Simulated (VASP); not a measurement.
Runs of VASP 6.6.1 on Cu. The structure is that of space group Fm-3m (No. 225), or close to it. The cells are those of the table. 

```tsv
cell	k mesh	smearing	gap on the mesh (eV)	pressure (GPa)
a = 2.567 Å, angles 60.0°, 1 atom	28 × 28 × 28	fermi-dirac 0.15 eV	none	0.6
a = 2.460 Å, angles 60.0°, 1 atom	26 × 26 × 26	gaussian 0.1 eV	none	25.3
a = 2.541 Å, angles 60.0°, 1 atom	26 × 26 × 26	gaussian 0.1 eV	none	5.2
a = 2.617 Å, angles 60.0°, 1 atom	26 × 26 × 26	gaussian 0.1 eV	none	-6.5
a = 2.592 Å, angles 60.0°, 1 atom	26 × 26 × 26	gaussian 0.1 eV	none	(b)
a = 2.649 Å, angles 60.0°, 1 atom	26 × 26 × 26	gaussian 0.1 eV	none	-10.0
a = 2.567, b = 2.574, c = 2.573 Å, angles 59.8, 60.1, 60.1°, 1 atom	8 × 8 × 8	gaussian 0.1 eV	none	0.6
a = 2.514 Å, angles 60.0°, 1 atom	26 × 26 × 26	gaussian 0.1 eV	none	(a)
a = 2.567 Å, angles 60.0°, 1 atom	26 × 26 × 26	gaussian 0.1 eV	none	0.6
a = 2.487 Å, angles 60.0°, 1 atom	26 × 26 × 26	gaussian 0.1 eV	none	17.4
```

Alike in all rows: task single point; level PBE; potentials or basis VASP PAW PBE potentials, release 64 (Cu); no spin polarisation; cutoff (eV) 520.

Problem. Fill in the values left out.

Solution. (a) 10.7; (b) -3.1.

Caveats: some runs use coarse meshes; the cell stands under pressure (at least some runs); the cell stands under tension (at least some runs).

A gap of «none» marks levels without a gap at the run's occupations.
